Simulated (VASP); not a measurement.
Wanted: the native input for a VASP 6.6.1 run.

* Task: single point
* Functional: LDA
* Potentials or basis: VASP PAW LDA potentials, release 64 (Ti_sv, Al)
* Cutoff: 520 eV
* k mesh: 14 × 14 × 14
* Occupations: gaussian, width 0.15 eV
* Spin: no spin polarisation
* Dipole correction: no
* Further INCAR settings: ALGO = Normal; EDIFF = 1e-06; NBANDS = 14

The structure of TiAl lies in POSCAR:

```
TiAl
1.0
    3.1240862282      0.0000000000      0.0000000000
    0.0000000000      3.3818233420      0.0000000000
    0.0000000000      0.0000000000      3.1240862282
Ti Al
1 1
Direct
    0.0000000000      0.0000000000      0.0000000000
    0.5000000000      0.5000000000      0.5000000000
```

This cell differs from its parent crystal: normal strain along x +0.0000, normal strain along y +0.0825.

These files were run (other wordings do the same):

INCAR

```
PREC = Accurate ; ENCUT = 520
EDIFF = 1E-6 ; ISMEAR = 0
SIGMA = 0.15 ; LREAL = F
LASPH = T ; NELM = 100
ALGO = Normal ; ISIF = 2
LWAVE = F ; LCHARG = F
NBANDS = 14
```

KPOINTS

```
regular mesh
0
Gamma
  14 14 14
```

Potentials or basis: VASP PAW LDA potentials, release 64 (Ti_sv, Al).

Run with:

```console
$ cat potpaw_LDA.64/Ti_sv/POTCAR potpaw_LDA.64/Al/POTCAR > POTCAR
$ mpirun -np 1 vasp_std > vasp.out
```

Results of the run:

| Property | Result |
| --- | --- |
| Pressure | -8.2 GPa |
| Band gap on the k mesh | zero (an odd number of electrons rules out a gap without spin polarisation) |

Caveat: the cell differs from its parent crystal (normal strain along x +0.0000, normal strain along y +0.0825); the stress differs along the axes, from -10 to -4 GPa.

Wall time 2.4 min on 1 thread of Intel Xeon 8259CL, with other jobs on the host, peak memory 0.24 GiB.
